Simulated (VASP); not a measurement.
# BaTiO3 (C2/m) in VASP: single point with PBEsol

Aim: the single point of BaTiO3 with PBEsol.

All numbers are computed with VASP 6.6.1; they aren't measurements. Logs are shortened: lines on timing, memory, paths and dates and some standing lists are left out, and cuts for length are marked.

## (1) The cell of the first run

Symmetry: C2/m, No. 12, monoclinic system. Conventional cell: a = 5.714 Å, b = 5.600 Å, c = 4.018 Å, α = 90.00°, β = 91.61°, γ = 90.00°. Ba (site symmetry 2/m) has 12 O at 2.80 to 2.86 Å and 8 Ti at 3.45 to 3.54 Å within 3.7 Å. Ti (site symmetry 2/m) has 6 O at 2.00 to 2.01 Å within 2.7 Å. O (site symmetry 2/m) has 2 Ti at 2.01 Å and 4 Ba at 2.80 to 2.86 Å and 8 O at 2.81 to 2.86 Å within 2.9 Å. Within 2.9 Å of O (site symmetry -1) lie 2 Ti at 2.00 Å and 8 O at 2.80 to 2.86 Å and 4 Ba at 2.81 to 2.86 Å.

## (2) Single point, PBEsol (equal xy, yz and zx shear strains of +2 %)

INCAR

```
PREC = Accurate
ENCUT = 520
EDIFF = 1E-6
ISMEAR = -1
SIGMA = 0.03
LREAL = False
LASPH = True
NELM = 80
ALGO = Normal
ISIF = 2
LWAVE = False
LCHARG = True
GGA = PS
LELF = True
LVHAR = True
NBANDS = 28
```

KPOINTS

```
regular mesh
0
Gamma
  7 7 7
```

POSCAR

```
BaTiO3
1.0
    3.9998000000      0.0399980000      0.0399980000
    0.0399980000      3.9998000000      0.0399980000
    0.0401800000      0.0401800000      4.0180000000
Ba Ti O
1 1 3
Direct
    0.0000000000      0.0000000000      0.0000000000
    0.5000000000      0.5000000000      0.5000000000
    0.5000000000      0.5000000000      0.0000000000
    0.5000000000      0.0000000000      0.5000000000
    0.0000000000      0.5000000000      0.5000000000
```

Potentials or basis: VASP PAW PBE potentials, release 64 (Ba_sv, Ti_sv, O).

Run with:

```sh
$ cat potpaw_PBE.64/Ba_sv/POTCAR potpaw_PBE.64/Ti_sv/POTCAR potpaw_PBE.64/O/POTCAR > POTCAR
$ mpirun -np 1 vasp_std > vasp.out
```

OUTCAR:

```text
PREC = Accurate
   ENCUT = 520
   EDIFF = 1E-6
   ISMEAR = -1
   LREAL = False
   LASPH = True
   NELM = 80
   ISIF = 2
   GGA = PS

 ion  position               nearest neighbor table
   1  0.000  0.000  0.000-   3 2.80   3 2.80   4 2.81   5 2.81   5 2.81   4 2.81   3 2.86   3 2.86
                             4 2.86   5 2.86   4 2.86   5 2.86   2 3.45   2 3.45   2 3.45   2 3.45
   2  0.500  0.500  0.500-   4 2.00   5 2.00   4 2.00   5 2.00   3 2.01   3 2.01   1 3.45   1 3.45
                             1 3.45   1 3.45   1 3.45   1 3.45   1 3.54   1 3.54
   3  0.500  0.500  0.000-   2 2.01   2 2.01   1 2.80   1 2.80   1 2.86   1 2.86
   4  0.500  0.000  0.500-   2 2.00   2 2.00   1 2.81   1 2.81   1 2.86   1 2.86
   5  0.000  0.500  0.500-   2 2.00   2 2.00   1 2.81   1 2.81   1 2.86   1 2.86

  LATTYP: Found a base centered monoclinic cell.
 ALAT       =     5.7136971500
 B/A-ratio  =     0.9801019455
 C/A-ratio  =     0.7032927498
 COS(beta)  =    -0.0281386778

  Lattice vectors:

 A1 = (  -3.9998000000,  -0.0399980000,  -0.0399980000)
 A2 = (  -0.0399980000,  -3.9998000000,  -0.0399980000)
 A3 = (   0.0401800000,   0.0401800000,   4.0180000000)

Analysis of symmetry for initial positions (statically):
=====================================================================
 Subroutine PRICEL returns:
 Original cell was already a primitive cell.

 Routine SETGRP: Setting up the symmetry group for a
 base centered monoclinic supercell.

 Subroutine GETGRP returns: Found  4 space group operations
 (whereof  4 operations were pure point group operations)
 out of a pool of  4 trial point group operations.

The static configuration has the point symmetry C_2h.

Analysis of symmetry for dynamics (positions and initial velocities):
=====================================================================
 Subroutine PRICEL returns:
 Original cell was already a primitive cell.

 Routine SETGRP: Setting up the symmetry group for a
 base centered monoclinic supercell.

 Subroutine GETGRP returns: Found  4 space group operations
 (whereof  4 operations were pure point group operations)
 out of a pool of  4 trial point group operations.

The dynamic configuration has the point symmetry C_2h.

 Subroutine INISYM returns: Found  4 space group operations
 (whereof  4 operations are pure point group operations),
 and found     1 'primitive' translations

----------------------------------------------------------------------------------------

                                     Primitive cell

  volume of cell :      64.2624

  direct lattice vectors                    reciprocal lattice vectors
     3.999800000  0.039998000  0.039998000     0.250062018 -0.002475862 -0.002475862
     0.039998000  3.999800000  0.039998000    -0.002475862  0.250062018 -0.002475862
     0.040180000  0.040180000  4.018000000    -0.002464647 -0.002464647  0.248929333

  length of vectors
     4.000199960  4.000199960  4.018401780     0.250086530  0.250086530  0.248953734

  position of ions in fractional coordinates (direct lattice)
     0.000000000  0.000000000  0.000000000
     0.500000000  0.500000000  0.500000000
     0.500000000  0.500000000  1.000000000
     0.500000000  1.000000000  0.500000000
     1.000000000  0.500000000  0.500000000

  ion indices of the primitive-cell ions
   primitive index   ion index
                 1           1
                 2           2
                 3           3
                 4           4
                 5           5

----------------------------------------------------------------------------------------

 KPOINTS: regular mesh

Automatic generation of k-mesh.
 Grid dimensions read from file:
 generate k-points for:    7    7    7

 Generating k-lattice:

  Cartesian coordinates                     Fractional coordinates (reciprocal lattice)
     0.035723145 -0.000353695 -0.000353695     0.142857143 -0.000000000 -0.000000000
    -0.000353695  0.035723145 -0.000353695    -0.000000000  0.142857143 -0.000000000
    -0.000352092 -0.000352092  0.035561333     0.000000000  0.000000000  0.142857143

  Length of vectors
     0.035726647  0.035726647  0.035564819

  Shift w.r.t. Gamma in fractional coordinates (k-lattice)
     0.000000000  0.000000000  0.000000000

 Subroutine IBZKPT returns following result:
 ===========================================

 Found    100 irreducible k-points:

 Following reciprocal coordinates:
            Coordinates               Weight
  0.000000  0.000000  0.000000      1.000000
  0.142857 -0.000000 -0.000000      4.000000
  0.285714 -0.000000 -0.000000      4.000000
  0.428571 -0.000000 -0.000000      4.000000
  0.142857  0.142857 -0.000000      2.000000
  0.285714  0.142857 -0.000000      4.000000
[... 16 lines left out ...]
 -0.142857  0.000000  0.142857      4.000000
  0.142857  0.142857  0.142857      2.000000
 [... further k-points ...]
   k-points           NKPTS =    100   k-points in BZ     NKDIM =    100   number of bands    NBANDS=     28
   number of dos      NEDOS =    301   number of ions     NIONS =      5
   total plane-waves  NPLWV =  27000
   dimension x,y,z NGX =    30 NGY =   30 NGZ =   30
   dimension x,y,z NGXF=    60 NGYF=   60 NGZF=   60
   ions per type =               1   1   3
   NGX,Y,Z   is equivalent  to a cutoff of  12.47, 12.47, 12.41 a.u.
   NGXF,Y,Z  is equivalent  to a cutoff of  24.94, 24.94, 24.82 a.u.
 SYSTEM =  unknown system
   PREC   = accura    normal or accurate (medium, high low for compatibility)
   ISTART =      0    job   : 0-new  1-cont  2-samecut
   ICHARG =      2    charge: 1-file 2-atom 10-const
   ISPIN  =      1    spin polarized calculation?
   LNONCOLLINEAR =      F non collinear calculations
   LSORBIT =      F    spin-orbit coupling
   LASPH  =      T    aspherical Exc in radial PAW
   ENCUT  =  520.0 eV  38.22 Ry    6.18 a.u.   7.44  7.44  7.47*2*pi/ulx,y,z
   NELM   =     80;   NELMIN=  2; NELMDL= -5     # of ELM steps
   EDIFF  = 0.1E-05   stopping-criterion for ELM
   LREAL  =      F    real-space projection
   EDIFFG = 0.1E-04   stopping-criterion for IOM
   NSW    =      0    number of steps for IOM
   IBRION =     -1    ionic relax: 0-MD 1-quasi-New 2-CG
   NFREE  =      0    steps in history (QN), initial steepest desc. (CG)
   ISIF   =      2    stress and relaxation
   ISYM   =      2    0-nonsym 1-usesym 2-fastsym
   POTIM  = 0.5000    time-step for ionic-motion
   TEBEG  =    0.0;   TEEND  =   0.0 temperature during run
   PSTRESS=    0.0 pullay stress
   NELECT =      40.0000    total number of electrons
   NUPDOWN=      -1.0000    fix difference up-down
   EMIN   =  10.00;   EMAX   =-10.00  energy-range for DOS
   EFERMI =   0.00;   METHOD = LEGACY
   ISMEAR =    -1;   SIGMA  =   0.03  broadening in eV -4-tet -1-fermi 0-gaus
   EFERMI_NEDOS =   21; number of points for ismear=-14 and -15
   IALGO  =     38    algorithm
   IMIX   =      4    mixing-type and parameters
     AMIX     =   0.40;   BMIX     =  1.00
     AMIX_MAG =   1.60;   BMIX_MAG =  1.00
  volume/ion in A,a.u.               =      12.85        86.73
  Fermi-wavevector in a.u.,A,eV,Ry     =   1.397792  2.641443 26.583360  1.953822
  Thomas-Fermi vector in A             =   2.521013
   LORBIT       =      0    0 simple, 1 ext, 2 COOP (PROOUT), +10 PAW based schemes
   GGA     = PS    functional components
   LHFCALC =     F    Hartree Fock is set to
   AEXX    =    0.0000 exact exchange contribution
   IVDW    =     0    specifies the selected vdW correction
   LEPSILON=     F    determine dielectric tensor
   LRPA    =     F    only Hartree local field effects (RPA)
 non-spin polarized calculation
  energy-cutoff  :      520.00
  volume of cell :       64.26
 maximum number of plane-waves:      1761
 NGX is ok and might be reduce to    30
   NGX = 15   NGY = 15   NGZ = 15

 number of electron      39.9999970 magnetization

 Free energy of the ion-electron system (eV)
  ---------------------------------------------------
  ext. energy  EPLUGINS =         0.00000000
  ---------------------------------------------------
  free energy    TOTEN  =       -41.94417651 eV

  energy without entropy =      -41.94417651  energy(sigma->0) =      -41.94417651

 E-fermi :   4.3769     XC(G=0): -11.5056

 val. band max:        3.6329652916   @ k =  -0.4286  -0.4286   0.4286
 cond. band min:       5.3234330787   @ k =   0.0000   0.0000   0.0000
 fundamental gap:      1.6904677871
 Fermi energy:         4.3768741109

 k-point     1 :       0.0000    0.0000    0.0000
  band No.  band energies     occupation
      1     -52.7095      2.00000
      2     -29.0403      2.00000
      3     -29.0392      2.00000
      4     -29.0156      2.00000
      5     -21.0896      2.00000
      6     -13.1368      2.00000
[... 20 lines left out ...]
     27       8.6158      0.00000
     28      10.8124      0.00000

 k-point     2 :       0.1429   -0.0000   -0.0000
  band No.  band energies     occupation
      1     -52.7093      2.00000
      2     -29.0477      2.00000
      3     -29.0391      2.00000
      4     -29.0178      2.00000
      5     -21.0670      2.00000
      6     -13.1470      2.00000
[... 20 lines left out ...]
     27       9.0091      0.00000
     28      11.3017      0.00000

 k-point     3 :       0.2857   -0.0000   -0.0000
  band No.  band energies     occupation
      1     -52.7089      2.00000
      2     -29.0680      2.00000
      3     -29.0382      2.00000
      4     -29.0194      2.00000
      5     -21.0153      2.00000
      6     -13.2374      2.00000
[... 20 lines left out ...]
     27      10.0076      0.00000
     28      11.9381      0.00000

 k-point     4 :       0.4286   -0.0000   -0.0000
  band No.  band energies     occupation
      1     -52.7085      2.00000
      2     -29.0854      2.00000
      3     -29.0375      2.00000
      4     -29.0195      2.00000
      5     -20.9728      2.00000
      6     -13.3482      2.00000
[... 578 lines left out ...]
     27      10.4174      0.00000
     28      12.1765      0.00000

 k-point    23 :      -0.1429    0.0000    0.1429
  band No.  band energies     occupation
      1     -52.7091      2.00000
      2     -29.0492      2.00000
      3     -29.0432      2.00000
      4     -29.0209      2.00000
      5     -21.0457      2.00000
      6     -13.1459      2.00000
[... 20 lines left out ...]
     27       9.4164      0.00000
     28      11.5126      0.00000

 k-point    24 :       0.1429    0.1429    0.1429
  band No.  band energies     occupation
      1     -52.7089      2.00000
      2     -29.0492      2.00000
      3     -29.0477      2.00000
      4     -29.0255      2.00000
      5     -21.0287      2.00000
      6     -13.1021      2.00000
[... 20 lines left out ...]
     27       9.6455      0.00000
     28      11.7288      0.00000

 [... further k-points ...]
[... 5 lines left out ...]
  --------------------------------------------------------------------------------------
  -------------------------------------------------------------------------------------
  Total       -0.9478242     -0.9478242     -1.2886393     -0.9843212     -0.9806919     -0.9806919
  in kB      -23.6309591    -23.6309591    -32.1280892    -24.5408945    -24.4504085    -24.4504090
  external PRESSURE =     -26.4633358 kB  Pullay stress =       0.0000000 kB

 VOLUME and BASIS-vectors are now :
 -----------------------------------------------------------------------------
  energy-cutoff  :      520.00
  volume of cell :       64.26
      direct lattice vectors                 reciprocal lattice vectors
     3.999800000  0.039998000  0.039998000     0.250062018 -0.002475862 -0.002475862
     0.039998000  3.999800000  0.039998000    -0.002475862  0.250062018 -0.002475862
     0.040180000  0.040180000  4.018000000    -0.002464647 -0.002464647  0.248929333

 POSITION                                       TOTAL-FORCE (eV/Angst)
 -----------------------------------------------------------------------------------
      0.00000      0.00000      0.00000        -0.000000      0.000000      0.000000
      2.03999      2.03999      2.04900         0.000000     -0.000000      0.000000
      2.01990      2.01990      0.04000        -0.000000      0.000000      0.000000
      2.01999      0.04009      2.02900         0.000000      0.000000      0.000000
      0.04009      2.01999      2.02900        -0.000000      0.000000      0.000000
 -----------------------------------------------------------------------------------
    total drift:                                0.000000      0.000000     -0.000000

  FREE ENERGIE OF THE ION-ELECTRON SYSTEM (eV)
  ---------------------------------------------------
  free  energy   TOTEN  =       -41.9441765128 eV

  energy  without entropy=      -41.9441765128  energy(sigma->0) =      -41.94417651
```

Run time: 77 s. Hardware: 1 thread of Intel Xeon 6975P-C (Granite Rapids), shared host; peak memory 0.3 GiB.

What came out:

```
Free energy            : -41.9442 eV
Pressure               : -2.6 GPa
Band gap on the k mesh : 1.69 eV (least direct gap 1.73 eV)
```

Levels at points of the mesh, in eV from the valence-band top:
| k point | band 18 | band 19 | band 20 | band 21 | band 22 | band 23 |
| --- | --- | --- | --- | --- | --- | --- |
| (0.00, 0.00, 0.00) | -0.22 | -0.04 | -0.04 | 1.69 | 1.70 | 1.80 |

Caveat: the cell differs from its parent crystal (equal xy, yz and zx shear strains of +2 %); the PAW data sets were made with another functional, which shifts forces and pressure a little; spin-orbit coupling is left out, which moves the levels of the heavy elements. A k mesh can miss the band edges.
